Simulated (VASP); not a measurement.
A run of VASP 6.6.1 is set up as follows.

File INCAR:

```
SYSTEM = Ga
ALGO = Fast
EDIFF = 1E-6
ENCUT = 520
ISIF = 2
ISMEAR = -1
LASPH = .True.
LCHARG = .True.
LELF = .True.
LREAL = .False.
LVHAR = .True.
LWAVE = .False.
NBANDS = 20
NELM = 60
PREC = Accurate
SIGMA = 0.05
```

KPOINTS

```
k-points
0
Gamma
  10 10 8
  0 0 0
```

File POSCAR:

```
Ga
1.0
    1.3737178411     -3.9994756958      0.0000000000
    1.3737178411      3.9994756958      0.0000000000
   -0.1166592328      0.0000000000      3.3075802485
Ga
2
Direct
    0.1310000000      0.8690000000      0.7500000000
    0.8690000000      0.1310000000      0.2500000000
```

Potentials or basis: VASP PAW LDA potentials, release 64 (Ga_d).

The run is started by

```sh
$ cat potpaw_LDA.64/Ga_d/POTCAR > POTCAR
$ mpirun -np 1 vasp_std > vasp.out
```

**Question.** What does it give for the pressure?

**Answer.** -3.0 GPa.

**Question.** Predict the largest force.

**Answer.** 0.192 eV/Å.

Stress tensor (GPa, compression positive):
```
-2.39  0.00  0.43
 0.00 -2.97  0.00
 0.43  0.00 -3.49
```
